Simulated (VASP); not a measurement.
Ti: single point with PBE+D3(BJ)

Ti:

```
CELL_PARAMETERS angstrom
-1.82718 1.82718 1.29182
1.82718 -1.82718 1.29182
1.82718 1.82718 -1.29182
ATOMIC_POSITIONS crystal
Ti 0.00000 0.00000 0.00000
```

* Program: VASP 6.6.1
* Task: single point
* Functional: PBE
* Dispersion: D3(BJ)
* Potentials or basis: VASP PAW PBE potentials, release 64 (Ti_sv)
* Cutoff: 520 eV
* k mesh: 28 × 28 × 28
* Occupations: gaussian, width 0.15 eV
* Spin: no spin polarisation
* Dipole correction: no
* Further INCAR settings: ALGO = Fast; EDIFF = 1e-06; NBANDS = 12

* Pressure: -5.5 GPa
* Band gap on the k mesh: zero (bands 6 and 7 overlap by 0.69 eV)
* Dispersion energy per atom: -0.608 eV

Stress tensor (GPa, compression positive):
```
-11.31   0.00   0.00
  0.00 -11.31   0.00
  0.00   0.00   6.07
```

Levels at points of the mesh, in eV from the Fermi level:
```csv
k point,band 4,band 5,band 6,band 7,band 8,band 9
"(0.00, 0.00, 0.00)",-32.13,-5.95,-0.47,0.44,2.56,2.56
"(0.50, 0.00, 0.00)",-32.50,-2.39,-1.15,2.50,2.57,3.79
"(0.50, 0.50, 0.00)",-32.22,-2.58,-0.23,0.50,2.11,2.29
"(0.50, 0.50, 0.50)",-32.31,-2.48,-1.91,4.07,4.07,4.25
```

Wall time 10 min on 1 thread of Intel Xeon 8259CL, on a shared host, peak memory 0.44 GiB.

Caveat: the cell stands under tension.
